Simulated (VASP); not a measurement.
# SrO (Fm-3m) in VASP: a series of runs

The runs below take SrO through single point, relaxation of cell and atoms, with HSE06, PBEsol-based global hybrid with 25 % exact exchange, PBEsol.

All numbers are computed with VASP 6.6.1; they aren't measurements. Logs are shortened: lines on timing, memory, paths and dates and some standing lists are left out, and cuts for length are marked.

## (1) The cell of the first run

Symmetry: Fm-3m, No. 225, cubic system. Conventional cell: a = 5.133 Å, b = 5.133 Å, c = 5.133 Å, α = 90.00°, β = 90.00°, γ = 90.00°. Within 3.4 Å of Sr (site symmetry m-3m) lie 6 O at 2.57 Å. Within 3.4 Å of O (site symmetry m-3m) lie 6 Sr at 2.57 Å.

## (2) Single point, HSE06

The input, POSCAR:

```
SrO
1.0
    0.0000000000      2.5663000000      2.5663000000
    2.5663000000      0.0000000000      2.5663000000
    2.5663000000      2.5663000000      0.0000000000
Sr O
1 1
Direct
    0.5000000000      0.5000000000      0.5000000000
    0.0000000000      0.0000000000      0.0000000000
```

The input, INCAR.step1:

```
PREC = Accurate ; ENCUT = 450
EDIFF = 1E-5 ; ISMEAR = 0
SIGMA = 0.02 ; LREAL = F
LASPH = T ; ALGO = Normal
NELM = 100 ; ISIF = 2
LWAVE = T ; LCHARG = F
GGA = PE
```

The input, INCAR.step2:

```
PREC = Accurate ; ENCUT = 450
EDIFF = 1E-7 ; ISMEAR = 0
SIGMA = 0.02 ; LREAL = F
LASPH = T ; ALGO = Normal
NELM = 100 ; ISIF = 2
LWAVE = F ; LCHARG = F
PRECFOCK = Fast ; ISTART = 1
GGA = PE ; LHFCALC = T
HFSCREEN = 0.2
```

The input, KPOINTS:

```
k-points
0
Gamma
  4 4 4
```

Potentials or basis: VASP PAW PBE potentials, release 64 (Sr_sv, O).

Run with:

```sh
$ cat potpaw_PBE.64/Sr_sv/POTCAR potpaw_PBE.64/O/POTCAR > POTCAR
$ cp INCAR.step1 INCAR
$ mpirun -np 1 vasp_std > vasp.out
$ cp INCAR.step2 INCAR
$ mpirun -np 1 vasp_std > vasp.out
```

OUTCAR:

```text
PREC = Accurate
   ENCUT = 450
   EDIFF = 1E-7
   ISMEAR = 0
   LREAL = F
   LASPH = T
   NELM = 100
   ISIF = 2
   PRECFOCK = Fast
   ISTART = 1
   GGA = PE
   LHFCALC = T
   HFSCREEN = 0.2

 Found      8 irreducible k-points:

 Following reciprocal coordinates:
            Coordinates               Weight
  0.000000  0.000000  0.000000      1.000000
  0.250000  0.000000  0.000000      8.000000
  0.500000  0.000000  0.000000      4.000000
  0.250000  0.250000  0.000000      6.000000
  0.500000  0.250000  0.000000     24.000000
 -0.250000  0.250000  0.000000     12.000000
   k-points           NKPTS =      8   k-points in BZ     NKDIM =     64   number of bands    NBANDS=     12
   number of dos      NEDOS =    301   number of ions     NIONS =      2
   total plane-waves  NPLWV =  21952
   dimension x,y,z NGX =    28 NGY =   28 NGZ =   28
   dimension x,y,z NGXF=    56 NGYF=   56 NGZF=   56
   ions per type =               1   1
   NGX,Y,Z   is equivalent  to a cutoff of  12.83, 12.83, 12.83 a.u.
   NGXF,Y,Z  is equivalent  to a cutoff of  25.65, 25.65, 25.65 a.u.
 SYSTEM =  unknown system
   PREC   = accura    normal or accurate (medium, high low for compatibility)
   ISTART =      1    job   : 0-new  1-cont  2-samecut
   ICHARG =      0    charge: 1-file 2-atom 10-const
   ISPIN  =      1    spin polarized calculation?
   LNONCOLLINEAR =      F non collinear calculations
   LSORBIT =      F    spin-orbit coupling
   LASPH  =      T    aspherical Exc in radial PAW
   ENCUT  =  450.0 eV  33.07 Ry    5.75 a.u.   6.28  6.28  6.28*2*pi/ulx,y,z
   NELM   =    100;   NELMIN=  2; NELMDL=  0     # of ELM steps
   EDIFF  = 0.1E-06   stopping-criterion for ELM
   LREAL  =      F    real-space projection
   EDIFFG = 0.1E-05   stopping-criterion for IOM
   NSW    =      0    number of steps for IOM
   IBRION =     -1    ionic relax: 0-MD 1-quasi-New 2-CG
   NFREE  =      0    steps in history (QN), initial steepest desc. (CG)
   ISIF   =      2    stress and relaxation
   ISYM   =      3    0-nonsym 1-usesym 2-fastsym
   POTIM  = 0.5000    time-step for ionic-motion
   TEBEG  =    0.0;   TEEND  =   0.0 temperature during run

   SCALEE = 1.0000    scale energy and forces
   PSTRESS=    0.0 pullay stress
   NELECT =      16.0000    total number of electrons
   NUPDOWN=      -1.0000    fix difference up-down
   EMIN   =  10.00;   EMAX   =-10.00  energy-range for DOS
   EFERMI =   0.00;   METHOD = LEGACY
   ISMEAR =     0;   SIGMA  =   0.02  broadening in eV -4-tet -1-fermi 0-gaus
   EFERMI_NEDOS =   21; number of points for ismear=-14 and -15
   IALGO  =     38    algorithm
   IMIX   =      1    mixing-type and parameters
     AMIX     =   0.40;   BMIX     =  1.00
     AMIX_MAG =   1.60;   BMIX_MAG =  1.00
  volume/ion in A,a.u.               =      16.90       114.06
  Fermi-wavevector in a.u.,A,eV,Ry     =   1.275843  2.410995 22.147245  1.627777
  Thomas-Fermi vector in A             =   2.408533
   LORBIT       =      0    0 simple, 1 ext, 2 COOP (PROOUT), +10 PAW based schemes
   GGA     = PE    functional components
   LHFCALC =     T    Hartree Fock is set to
   PRECFOCK=fast      Normal, Fast or Accurate (Low or Medium for compatibility)
   ENCUT4O =  -1.0   cutoff for four orbital integrals eV
   NKREDX  =     1    reduce k-point grid by
   NKREDY  =     1    reduce k-point grid by
   NKREDZ  =     1    reduce k-point grid by
   AEXX    =    0.2500 exact exchange contribution
   HFSCREEN=    0.2000 screening length (either q_TF or 0.3 A-1)
   HFSCREENC=   0.2000 screening length for correlation (either q_TF or 0.3 A-1)
   ENCUTFOCK=  -1.0 apply spherical cutoff to Coloumb kernel
   IVDW    =     0    specifies the selected vdW correction
   LEPSILON=     F    determine dielectric tensor
   LRPA    =     F    only Hartree local field effects (RPA)

   CSHIFT  =0.1000    complex shift for real part using Kramers Kronig

   OMEGAMAX=  -1.0    maximum frequency
 non-spin polarized calculation
 Gauss-broadening in eV      SIGMA  =   0.02
  energy-cutoff  :      450.00
  volume of cell :       33.80
 maximum number of plane-waves:       754
 NGX is ok and might be reduce to    28
  NGX = 14; NGY = 14; NGZ = 14

 number of electron      15.9999996 magnetization

 Free energy of the ion-electron system (eV)
  ---------------------------------------------------
  ext. energy  EPLUGINS =         0.00000000
  ---------------------------------------------------
  free energy    TOTEN  =       -14.20419174 eV

  energy without entropy =      -14.20419174  energy(sigma->0) =      -14.20419174

  exchange ACFDT corr.  =         0.00000000  see jH, gK, PRB 81, 115126

 E-fermi :   0.8343     XC(G=0):  -8.2713

 val. band max:        0.6084440196   @ k =   0.0000   0.0000   0.0000
 cond. band min:       5.3725378189   @ k =   0.5000   0.5000   0.0000
 fundamental gap:      4.7640937993
 Fermi energy:         0.8342876084

 k-point     1 :       0.0000    0.0000    0.0000
  band No.  band energies     occupation
      1     -33.7035      2.00000
      2     -15.9591      2.00000
      3     -14.0444      2.00000
      4     -14.0444      2.00000
      5     -14.0444      2.00000
      6       0.6082      2.00000
      7       0.6082      2.00000
      8       0.6084      2.00000
      9       6.1431      0.00000
     10       8.5200      0.00000
     11       8.5200      0.00000
     12       8.5200      0.00000

 k-point     2 :       0.2500    0.0000    0.0000
  band No.  band energies     occupation
      1     -33.6280      2.00000
      2     -16.7370      2.00000
      3     -14.0835      2.00000
      4     -14.0835      2.00000
      5     -13.4335      2.00000
      6      -0.7044      2.00000
      7      -0.0486      2.00000
      8      -0.0484      2.00000
      9       8.2621      0.00000
     10       8.4587      0.00000
     11       9.7328      0.00000
     12       9.7328      0.00000

 k-point     3 :       0.5000    0.0000    0.0000
  band No.  band energies     occupation
      1     -33.5508      2.00000
      2     -17.2981      2.00000
      3     -14.1216      2.00000
      4     -14.1216      2.00000
      5     -13.0398      2.00000
      6      -1.6709      2.00000
      7      -0.6035      2.00000
      8      -0.6033      2.00000
      9       8.9096      0.00000
     10      10.6670      0.00000
     11      11.3809      0.00000
     12      11.3810      0.00000

 k-point     4 :       0.2500    0.2500    0.0000
  band No.  band energies     occupation
      1     -33.6046      2.00000
      2     -16.5431      2.00000
      3     -14.2443      2.00000
      4     -14.2443      2.00000
      5     -13.6899      2.00000
      6      -0.8234      2.00000
      7       0.4578      2.00000
      8       0.4579      2.00000
      9       6.5576      0.00000
     10       8.2370      0.00000
     11      10.9582      0.00000
     12      10.9582      0.00000

 k-point     5 :       0.5000    0.2500    0.0000
  band No.  band energies     occupation
      1     -33.5293      2.00000
      2     -16.7963      2.00000
      3     -14.5312      2.00000
      4     -14.2856      2.00000
      5     -13.6626      2.00000
      6      -0.6728      2.00000
      7      -0.1827      2.00000
      8      -0.0552      2.00000
      9       7.2116      0.00000
     10       9.9944      0.00000
     11      11.6693      0.00000
     12      12.2492      0.00000

 k-point     6 :      -0.2500    0.2500    0.0000
  band No.  band energies     occupation
      1     -33.5531      2.00000
      2     -16.9418      2.00000
      3     -14.5119      2.00000
      4     -14.1265      2.00000
      5     -13.3104      2.00000
      6      -1.1793      2.00000
      7      -0.4937      2.00000
      8       0.1659      2.00000
      9       8.4493      0.00000
     10       9.2541      0.00000
     11      10.7063      0.00000
     12      11.1968      0.00000

 [... further k-points ...]

------------------------ aborting loop because EDIFF is reached ----------------------------------------

  FORCE on cell =-STRESS in cart. coord.  units (eV):
  Direction    XX          YY          ZZ          XY          YZ          ZX
  --------------------------------------------------------------------------------------
  -------------------------------------------------------------------------------------
  Total        0.2422797      0.2422797      0.2422797     -0.0000000     -0.0000000      0.0000000
  in kB       11.4835264     11.4835264     11.4835264     -0.0000000     -0.0000000      0.0000000
  external PRESSURE =      11.4835264 kB  Pullay stress =       0.0000000 kB

 VOLUME and BASIS-vectors are now :
 -----------------------------------------------------------------------------
  energy-cutoff  :      450.00
  volume of cell :       33.80
      direct lattice vectors                 reciprocal lattice vectors
     0.000000000  2.566300000  2.566300000    -0.194833028  0.194833028  0.194833028
     2.566300000  0.000000000  2.566300000     0.194833028 -0.194833028  0.194833028
     2.566300000  2.566300000  0.000000000     0.194833028  0.194833028 -0.194833028

 POSITION                                       TOTAL-FORCE (eV/Angst)
 -----------------------------------------------------------------------------------
      2.56630      2.56630      2.56630         0.000000      0.000000      0.000000
      0.00000      0.00000      0.00000        -0.000000     -0.000000     -0.000000
 -----------------------------------------------------------------------------------
    total drift:                               -0.000000     -0.000000     -0.000000

  FREE ENERGIE OF THE ION-ELECTRON SYSTEM (eV)
  ---------------------------------------------------
  free  energy   TOTEN  =       -14.2041917444 eV

  energy  without entropy=      -14.2041917444  energy(sigma->0) =      -14.20419174
```

It took 53 s on 1 thread of AMD EPYC 9R45 (Zen 5), shared host; peak memory 0.23 GiB.

What came out:

| Item | Value |
| --- | --- |
| Free energy | -14.2042 eV |
| Band gap on the k mesh | 4.76 eV (least direct gap 4.86 eV) |

Levels at points of the mesh, in eV from the valence-band top:
```
           k point  band 6  band 7  band 8  band 9  band 10  band 11
(0.00, 0.00, 0.00)    0.00    0.00    0.00    5.53     7.91     7.91
(0.50, 0.00, 0.00)   -2.28   -1.21   -1.21    8.30    10.06    10.77
(0.50, 0.50, 0.00)   -0.47   -0.10   -0.10    4.76     9.63    12.11
```

Caveat: the k points lie up to 0.53 Å⁻¹ apart; the cutoff is under 1.25 times the usual one of these potentials, so pressure, stress and relaxed cells hold a basis-set (Pulay) error; the PAW data sets were made with another functional, which shifts forces and pressure a little.

## (3) Relaxation of cell and atoms, PBEsol-based global hybrid with 25 % exact exchange

POSCAR is that of step 2.

The input, INCAR.step1:

```
SYSTEM = SrO
PREC = Accurate
ENCUT = 600
EDIFF = 1E-5
ISMEAR = -1
SIGMA = 0.05
LREAL = .FALSE.
LASPH = .TRUE.
NELM = 100
ALGO = Normal
LWAVE = .TRUE.
LCHARG = .FALSE.
GGA = PE
NBANDS = 15
```

The input, INCAR.step2:

```
SYSTEM = SrO
PREC = Accurate
ENCUT = 600
EDIFF = 1E-7
ISMEAR = -1
SIGMA = 0.05
LREAL = .FALSE.
LASPH = .TRUE.
NELM = 100
ALGO = Normal
ISIF = 3
LWAVE = .FALSE.
LCHARG = .FALSE.
GGA = PS
LHFCALC = .TRUE.
AEXX = 0.25
PRECFOCK = Normal
IBRION = 2
NSW = 60
EDIFFG = -0.01
ISTART = 1
```

The input, KPOINTS:

```
Automatic mesh
0
G
  5 5 5
  0 0 0
```

Potentials or basis: VASP PAW PBE potentials, release 64 (Sr_sv, O).

Run with:

```sh
$ cat potpaw_PBE.64/Sr_sv/POTCAR potpaw_PBE.64/O/POTCAR > POTCAR
$ cp INCAR.step1 INCAR
$ mpirun -np 1 vasp_std > vasp.out
$ cp INCAR.step2 INCAR
$ mpirun -np 1 vasp_std > vasp.out
```

It took 75 min on 1 thread of AMD EPYC 7R43 (Zen 3), shared host; peak memory 0.15 GiB.

Results (log left out):

```
Free energy                           : -15.2301 eV
Relaxed volume                        : 16.68 Å³/atom
Relaxed cell                          : a = 3.613 Å, b = 3.613 Å, c = 3.613 Å, α = 60.00°, β = 60.00°, γ = 60.00°
Space group after relaxing (to 0.1 Å) : Fm-3m (No. 225)
Energy gained by relaxing             : 0.9 meV/atom
Ionic steps                           : 3
Pressure after relaxing               : 0.0 GPa
Band gap on the k mesh                : 5.59 eV (least direct gap 5.71 eV)
```

The path:
```tsv
step	energy change (eV)	largest force (eV/Å)	pressure (GPa)	volume (Å³)
1	0.0000	0.0000	-1.29	33.80
2	-0.0014	0.0000	0.67	33.14
3	-0.0018	0.0000	-0.01	33.36
```

Final structure:
```
Sr O
1.0
     0.00000    2.55498    2.55498
     2.55498    0.00000    2.55498
     2.55498    2.55498    0.00000
Sr O
1 1
Direct
  0.50000 0.50000 0.50000
  0.00000 0.00000 0.00000
```

Levels at points of the mesh, in eV from the valence-band top:
| k point | band 5 | band 6 | band 7 | band 8 | band 9 | band 10 | band 11 | band 12 |
| --- | --- | --- | --- | --- | --- | --- | --- | --- |
| (0.00, 0.00, 0.00) | -14.51 | 0.00 | 0.00 | 0.00 | 6.22 | 8.64 | 8.64 | 8.64 |

Caveat: the k points lie up to 0.43 Å⁻¹ apart in the final cell; the PAW data sets were made with another functional, which shifts forces and pressure a little; an odd mesh through Γ misses points on the zone boundary, where band edges can lie.

(Part 1 of 2 ends here.)
